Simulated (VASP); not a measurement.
# InPd (Pm-3m) in VASP: settings compared, part 2 of 2

VASP 6.6.1.

## (4) Single point, PBE+D4

INCAR reads:

```
SYSTEM = InPd
ALGO = Normal ; EDIFF = 1E-7
ENCUT = 520 ; GGA = PE
ISIF = 2 ; ISMEAR = -1
IVDW = 13 ; LASPH = .TRUE.
LCHARG = .FALSE. ; LREAL = .FALSE.
LWAVE = .FALSE. ; NBANDS = 18
NELM = 60 ; PREC = Accurate
SIGMA = 0.05
```

KPOINTS reads:

```
k-points
0
G
  8 8 8
  0 0 0
```

POSCAR reads:

```
InPd
1.0
    3.2671091792      0.0000000000      0.0000000000
    0.0000000000      3.2671091792      0.0000000000
    0.0000000000      0.0000000000      3.2671091792
In Pd
1 1
Direct
    0.0000000000      0.0000000000      0.0000000000
    0.5000000000      0.5000000000      0.5000000000
```

Potentials or basis: VASP PAW PBE potentials, release 64 (In_d, Pd).

The run is started by

```console
cat potpaw_PBE.64/In_d/POTCAR potpaw_PBE.64/Pd/POTCAR > POTCAR
mpirun -np 1 vasp_std > vasp.out
```

OUTCAR:

```text
SYSTEM = InPd
   EDIFF = 1E-7
   ENCUT = 520
   GGA = PE
   ISIF = 2
   ISMEAR = -1
   IVDW = 13
   LASPH = .TRUE.
   LREAL = .FALSE.
   NELM = 60
   PREC = Accurate

 ion  position               nearest neighbor table
   1  0.000  0.000  0.000-   2 2.83   2 2.83   2 2.83   2 2.83   2 2.83   2 2.83   2 2.83   2 2.83

   2  0.500  0.500  0.500-   1 2.83   1 2.83   1 2.83   1 2.83   1 2.83   1 2.83   1 2.83   1 2.83

  LATTYP: Found a simple cubic cell.
 ALAT       =     3.2671091792

  Lattice vectors:

 A1 = (   3.2671091792,   0.0000000000,   0.0000000000)
 A2 = (   0.0000000000,   3.2671091792,   0.0000000000)
 A3 = (   0.0000000000,   0.0000000000,   3.2671091792)

Analysis of symmetry for initial positions (statically):
=====================================================================
 Subroutine PRICEL returns:
 Original cell was already a primitive cell.

 Routine SETGRP: Setting up the symmetry group for a
 simple cubic supercell.

 Subroutine GETGRP returns: Found 48 space group operations
 (whereof 48 operations were pure point group operations)
 out of a pool of 48 trial point group operations.

The static configuration has the point symmetry O_h .

Analysis of symmetry for dynamics (positions and initial velocities):
=====================================================================
 Subroutine PRICEL returns:
 Original cell was already a primitive cell.

 Routine SETGRP: Setting up the symmetry group for a
 simple cubic supercell.

 Subroutine GETGRP returns: Found 48 space group operations
 (whereof 48 operations were pure point group operations)
 out of a pool of 48 trial point group operations.

The dynamic configuration has the point symmetry O_h .

 Subroutine INISYM returns: Found 48 space group operations
 (whereof 48 operations are pure point group operations),
 and found     1 'primitive' translations

----------------------------------------------------------------------------------------

                                     Primitive cell

  volume of cell :      34.8731

  direct lattice vectors                    reciprocal lattice vectors
     3.267109179  0.000000000  0.000000000     0.306080986  0.000000000  0.000000000
     0.000000000  3.267109179  0.000000000     0.000000000  0.306080986  0.000000000
     0.000000000  0.000000000  3.267109179     0.000000000  0.000000000  0.306080986

  length of vectors
     3.267109179  3.267109179  3.267109179     0.306080986  0.306080986  0.306080986

  position of ions in fractional coordinates (direct lattice)
     0.000000000  0.000000000  0.000000000
     0.500000000  0.500000000  0.500000000

  ion indices of the primitive-cell ions
   primitive index   ion index
                 1           1
                 2           2

----------------------------------------------------------------------------------------

 KPOINTS: k-points

Automatic generation of k-mesh.
 Grid dimensions read from file:
 generate k-points for:    8    8    8

 Generating k-lattice:

  Cartesian coordinates                     Fractional coordinates (reciprocal lattice)
     0.038260123  0.000000000  0.000000000     0.125000000  0.000000000  0.000000000
     0.000000000  0.038260123  0.000000000     0.000000000  0.125000000  0.000000000
     0.000000000  0.000000000  0.038260123     0.000000000  0.000000000  0.125000000

  Length of vectors
     0.038260123  0.038260123  0.038260123

  Shift w.r.t. Gamma in fractional coordinates (k-lattice)
     0.000000000  0.000000000  0.000000000

 Subroutine IBZKPT returns following result:
 ===========================================

 Found     35 irreducible k-points:

 Following reciprocal coordinates:
            Coordinates               Weight
  0.000000  0.000000  0.000000      1.000000
  0.125000  0.000000  0.000000      6.000000
  0.250000  0.000000  0.000000      6.000000
  0.375000  0.000000  0.000000      6.000000
  0.500000  0.000000  0.000000      3.000000
  0.125000  0.125000  0.000000     12.000000
[... 16 lines left out ...]
  0.375000  0.375000  0.125000     24.000000
  0.500000  0.375000  0.125000     24.000000
 [... further k-points ...]
   k-points           NKPTS =     35   k-points in BZ     NKDIM =     35   number of bands    NBANDS=     18
   number of dos      NEDOS =    301   number of ions     NIONS =      2
   total plane-waves  NPLWV =  13824
   dimension x,y,z NGX =    24 NGY =   24 NGZ =   24
   dimension x,y,z NGXF=    48 NGYF=   48 NGZF=   48
   ions per type =               1   1
   NGX,Y,Z   is equivalent  to a cutoff of  12.21, 12.21, 12.21 a.u.
   NGXF,Y,Z  is equivalent  to a cutoff of  24.42, 24.42, 24.42 a.u.
 SYSTEM =  InPd
   PREC   = accura    normal or accurate (medium, high low for compatibility)
   ISTART =      0    job   : 0-new  1-cont  2-samecut
   ICHARG =      2    charge: 1-file 2-atom 10-const
   ISPIN  =      1    spin polarized calculation?
   LNONCOLLINEAR =      F non collinear calculations
   LSORBIT =      F    spin-orbit coupling
   LASPH  =      T    aspherical Exc in radial PAW
   ENCUT  =  520.0 eV  38.22 Ry    6.18 a.u.   6.07  6.07  6.07*2*pi/ulx,y,z
   NELM   =     60;   NELMIN=  2; NELMDL= -5     # of ELM steps
   EDIFF  = 0.1E-06   stopping-criterion for ELM
   LREAL  =      F    real-space projection
   EDIFFG = 0.1E-05   stopping-criterion for IOM
   NSW    =      0    number of steps for IOM
   IBRION =     -1    ionic relax: 0-MD 1-quasi-New 2-CG
   NFREE  =      0    steps in history (QN), initial steepest desc. (CG)
   ISIF   =      2    stress and relaxation
   ISYM   =      2    0-nonsym 1-usesym 2-fastsym
   POTIM  = 0.5000    time-step for ionic-motion
   TEBEG  =    0.0;   TEEND  =   0.0 temperature during run
   PSTRESS=    0.0 pullay stress
   NELECT =      23.0000    total number of electrons
   NUPDOWN=      -1.0000    fix difference up-down
   EMIN   =  10.00;   EMAX   =-10.00  energy-range for DOS
   EFERMI =   0.00;   METHOD = LEGACY
   ISMEAR =    -1;   SIGMA  =   0.05  broadening in eV -4-tet -1-fermi 0-gaus
   EFERMI_NEDOS =   21; number of points for ismear=-14 and -15
   IALGO  =     38    algorithm
   IMIX   =      4    mixing-type and parameters
     AMIX     =   0.40;   BMIX     =  1.00
     AMIX_MAG =   1.60;   BMIX_MAG =  1.00
  volume/ion in A,a.u.               =      17.44       117.67
  Fermi-wavevector in a.u.,A,eV,Ry     =   1.425018  2.692894 27.629043  2.030677
  Thomas-Fermi vector in A             =   2.545447
   LORBIT       =      0    0 simple, 1 ext, 2 COOP (PROOUT), +10 PAW based schemes
   GGA     = PE    functional components
   LHFCALC =     F    Hartree Fock is set to
   AEXX    =    0.0000 exact exchange contribution
   IVDW    =    13    specifies the selected vdW correction
   LEPSILON=     F    determine dielectric tensor
   LRPA    =     F    only Hartree local field effects (RPA)
 non-spin polarized calculation
  energy-cutoff  :      520.00
  volume of cell :       34.87
 maximum number of plane-waves:       968
   NGX = 13   NGY = 13   NGZ = 13

 number of electron      22.9999995 magnetization

 Free energy of the ion-electron system (eV)
  ---------------------------------------------------
  ext. energy  EPLUGINS =         0.00000000
  ---------------------------------------------------
  free energy    TOTEN  =        -8.73428772 eV

  energy without entropy =       -8.72414089  energy(sigma->0) =       -8.72921430

 E-fermi :  10.4759     XC(G=0): -12.2564

 val. band max:       10.4531730738   @ k =   0.3750   0.3750   0.1250
 cond. band min:      10.5021632815   @ k =   0.5000   0.5000   0.5000
 fundamental gap:      0.0489902078
 Fermi energy:        10.4759376913

 k-point     1 :       0.0000    0.0000    0.0000
  band No.  band energies     occupation
      1      -4.4232      2.00000
      2      -4.4232      2.00000
      3      -4.0099      2.00000
      4      -4.0099      2.00000
      5      -4.0099      2.00000
      6       0.4613      2.00000
[... 10 lines left out ...]
     17      21.1679      0.00000
     18      26.5849      0.00000
[... 463 lines left out ...]
 k-point    24 :       0.5000    0.3750    0.1250
  band No.  band energies     occupation
      1      -4.3259      2.00000
      2      -4.1800      2.00000
      3      -4.1678      2.00000
      4      -4.1473      2.00000
      5      -3.8511      2.00000
      6       4.4205      2.00000
[... 10 lines left out ...]
     17      21.6653      0.00000
     18      23.6549      0.00000

 [... further k-points ...]

------------------------ aborting loop because EDIFF is reached ----------------------------------------

  DFT-D4 for vdW energy calculation

  Edisp (eV):   -0.95182

  FORCE on cell =-STRESS in cart. coord.  units (eV):
  Direction    XX          YY          ZZ          XY          YZ          ZX
  --------------------------------------------------------------------------------------
  -------------------------------------------------------------------------------------
  Total       0.01105     0.01105     0.01105    -0.00000     0.00000    -0.00000
  in kB       0.50760     0.50760     0.50760    -0.00000     0.00000    -0.00000
  external pressure =        0.51 kB  Pullay stress =        0.00 kB

 VOLUME and BASIS-vectors are now :
 -----------------------------------------------------------------------------
  energy-cutoff  :      520.00
  volume of cell :       34.87
      direct lattice vectors                 reciprocal lattice vectors
     3.267109179  0.000000000  0.000000000     0.306080986  0.000000000  0.000000000
     0.000000000  3.267109179  0.000000000     0.000000000  0.306080986  0.000000000
     0.000000000  0.000000000  3.267109179     0.000000000  0.000000000  0.306080986

 POSITION                                       TOTAL-FORCE (eV/Angst)
 -----------------------------------------------------------------------------------
      0.00000      0.00000      0.00000         0.000000      0.000000      0.000000
      1.63355      1.63355      1.63355         0.000000      0.000000      0.000000
 -----------------------------------------------------------------------------------
    total drift:                                0.000000      0.000000     -0.000000

  FREE ENERGIE OF THE ION-ELECTRON SYSTEM (eV)
  ---------------------------------------------------
  free  energy   TOTEN  =        -9.6861083965 eV

  energy  without entropy=       -9.6759615580  energy(sigma->0) =       -9.68103498
```

OSZICAR:

```text
N       E                     dE             d eps       ncg     rms          rms(c)
DAV:   1     0.164591232532E+03    0.16459E+03   -0.11345E+04  1292   0.166E+03
DAV:   2     0.839561064404E-01   -0.16451E+03   -0.15774E+03  1274   0.364E+02
DAV:   3    -0.874604256670E+01   -0.88300E+01   -0.87460E+01  1450   0.886E+01
DAV:   4    -0.893804927987E+01   -0.19201E+00   -0.19190E+00  1522   0.118E+01
DAV:   5    -0.894673782024E+01   -0.86885E-02   -0.86880E-02  1656   0.239E+00    0.651E+00
DAV:   6    -0.877682585838E+01    0.16991E+00   -0.35278E-01  1456   0.830E+00    0.313E+00
DAV:   7    -0.874143649099E+01    0.35389E-01   -0.55138E-02  1622   0.444E+00    0.138E+00
DAV:   8    -0.873497228550E+01    0.64642E-02   -0.19066E-02  1424   0.124E+00    0.379E-01
DAV:   9    -0.873428026560E+01    0.69202E-03   -0.18021E-03  1636   0.656E-01    0.605E-02
DAV:  10    -0.873428556105E+01   -0.52954E-05   -0.41751E-05  1722   0.876E-02    0.255E-02
DAV:  11    -0.873428738104E+01   -0.18200E-05   -0.46988E-06  1356   0.207E-02    0.353E-03
DAV:  12    -0.873428786129E+01   -0.48026E-06   -0.30875E-07  1644   0.505E-03    0.212E-03
DAV:  13    -0.873428773967E+01    0.12162E-06   -0.15364E-08   690   0.153E-03    0.326E-04
DAV:  14    -0.873428772357E+01    0.16109E-07   -0.38346E-09   672   0.733E-04
   1 F= -.96861084E+01 E0= -.96810350E+01  d E =-.101468E-01
```

stdout:

```text
POSCAR found type information on POSCAR InPd
 POSCAR found :  2 types and       2 ions
 scaLAPACK will be used
 LDA part: xc-table for (Slater+PW92), standard interpolation
 POSCAR, INCAR and KPOINTS ok, starting setup
 FFT: planning ... GRIDC
 FFT: planning ... GRID_SOFT
 FFT: planning ... GRID
 WAVECAR not read
 entering main loop
```

Run time: 26 s. Hardware: 1 thread of Intel Xeon Platinum 8259CL at 2.50GHz (Skylake/Cascade Lake), shared host; peak memory 0.15 GiB.

Results:

```yaml
Free_energy: -9.6861 eV
Pressure: 0.1 GPa
Dispersion_energy_per_atom: -0.476 eV
```

Caveat: spin-orbit coupling is left out, which moves the levels of the heavy elements; pairwise dispersion overbinds metals, which lowers pressure and volume.

## (5) Single point, PBE

This run uses another cell than the first one, of 18.04 Å³/atom, 1.034 times its volume.

INCAR reads:

```
PREC = Accurate
ENCUT = 520
EDIFF = 1E-7
ISMEAR = -1
SIGMA = 0.05
LREAL = F
LASPH = T
NELM = 80
ALGO = Normal
ISIF = 2
LWAVE = F
LCHARG = T
GGA = PE
LELF = T
LVHAR = T
NBANDS = 18
```

KPOINTS reads:

```
regular mesh
0
Gamma
  8 8 8
```

POSCAR reads:

```
InPd
1.0
    3.3040797174      0.0000000000      0.0000000000
    0.0000000000      3.3040797174      0.0000000000
    0.0000000000      0.0000000000      3.3040797174
In Pd
1 1
Direct
    0.0000000000      0.0000000000      0.0000000000
    0.5000000000      0.5000000000      0.5000000000
```

The run is started by

```console
cat potpaw_PBE.64/In_d/POTCAR potpaw_PBE.64/Pd/POTCAR > POTCAR
mpirun -np 1 vasp_std > vasp.out
```

Wall time 47 s (1 thread of Intel Xeon Platinum 8259CL at 2.50GHz (Skylake/Cascade Lake), shared host); peak memory 0.17 GiB.

The run converged. Its results:

```yaml
Free_energy: -8.7505 eV
Pressure: 0.0 GPa
```

Levels at points of the mesh, in eV from the Fermi level:
```tsv
k point	band 10	band 11	band 12	band 13	band 14	band 15
(0.00, 0.00, 0.00)	-2.12	-2.12	4.25	4.25	4.25	9.14
(0.50, 0.00, 0.00)	-3.05	-2.18	-1.01	9.39	9.39	9.87
(0.50, 0.50, 0.00)	-2.13	-2.13	-1.56	1.40	2.47	9.35
(0.50, 0.50, 0.50)	-1.53	-0.12	3.84	3.84	3.84	4.36
```

Caveat: spin-orbit coupling is left out, which moves the levels of the heavy elements.

## (6) Single point, RPBE

This run uses another cell than the first one, of 18.59 Å³/atom, 1.066 times its volume.

INCAR reads:

```
SYSTEM = InPd
ALGO = Fast
EDIFF = 1E-6
ENCUT = 520
GGA = RP
ISIF = 2
ISMEAR = -1
LASPH = .True.
LCHARG = .False.
LREAL = .False.
LWAVE = .False.
NBANDS = 18
NELM = 60
PREC = Accurate
SIGMA = 0.05
```

KPOINTS reads:

```
k-points
0
Gamma
  8 8 8
  0 0 0
```

POSCAR reads:

```
InPd
1.0
    3.3375200041      0.0000000000      0.0000000000
    0.0000000000      3.3375200041      0.0000000000
    0.0000000000      0.0000000000      3.3375200041
In Pd
1 1
Direct
    0.0000000000      0.0000000000      0.0000000000
    0.5000000000      0.5000000000      0.5000000000
```

Potentials or basis: VASP PAW PBE potentials, release 64 (In_d, Pd).

The run is started by

```console
cat potpaw_PBE.64/In_d/POTCAR potpaw_PBE.64/Pd/POTCAR > POTCAR
mpirun -np 1 vasp_std > vasp.out
```

It took 50 s on 1 thread of Intel Xeon Platinum 8259CL at 2.50GHz (Skylake/Cascade Lake), shared host; peak memory 0.17 GiB.

It converged, with:

- Free energy: -7.7592 eV
- Pressure: 0.0 GPa

Levels at points of the mesh, in eV from the Fermi level:
| k point | band 9 | band 10 | band 11 | band 12 | band 13 | band 14 |
| --- | --- | --- | --- | --- | --- | --- |
| (0.00, 0.00, 0.00) | -2.06 | -2.06 | -2.06 | 4.23 | 4.23 | 4.23 |
| (0.50, 0.00, 0.00) | -2.94 | -2.94 | -2.12 | -0.99 | 9.17 | 9.17 |
| (0.50, 0.50, 0.00) | -2.45 | -2.01 | -2.01 | -1.54 | 1.28 | 2.39 |
| (0.50, 0.50, 0.50) | -1.50 | -1.50 | -0.17 | 3.79 | 3.79 | 3.79 |

Caveat: the PAW data sets were made with another functional, which shifts forces and pressure a little; spin-orbit coupling is left out, which moves the levels of the heavy elements.

## (7) Overview

```csv
level,cell,gap on the mesh (eV),pressure (GPa)
PBE+D3(BJ),"a = 3.267 Å, 2 atoms",none,-0.9
PBE+D3(BJ),"a = 3.272 Å, 2 atoms",none,-1.5
PBE+D4,"a = 3.267 Å, 2 atoms",none,0.1
PBE,"a = 3.304 Å, 2 atoms",none,0.0
RPBE,"a = 3.338 Å, 2 atoms",none,0.0
```

Alike in all rows: task single point; potentials or basis VASP PAW PBE potentials, release 64 (In_d, Pd); no spin polarisation; k mesh 8 × 8 × 8; cutoff (eV) 520; smearing fermi-dirac 0.05 eV.

Caveats: spin-orbit coupling is left out, which moves the levels of the heavy elements; pairwise dispersion overbinds metals, which lowers pressure and volume (some runs); three body term missing (some runs); the PAW data sets were made with another functional, which shifts forces and pressure a little (some runs).

Absolute energies hang on the potentials; compare differences alone.
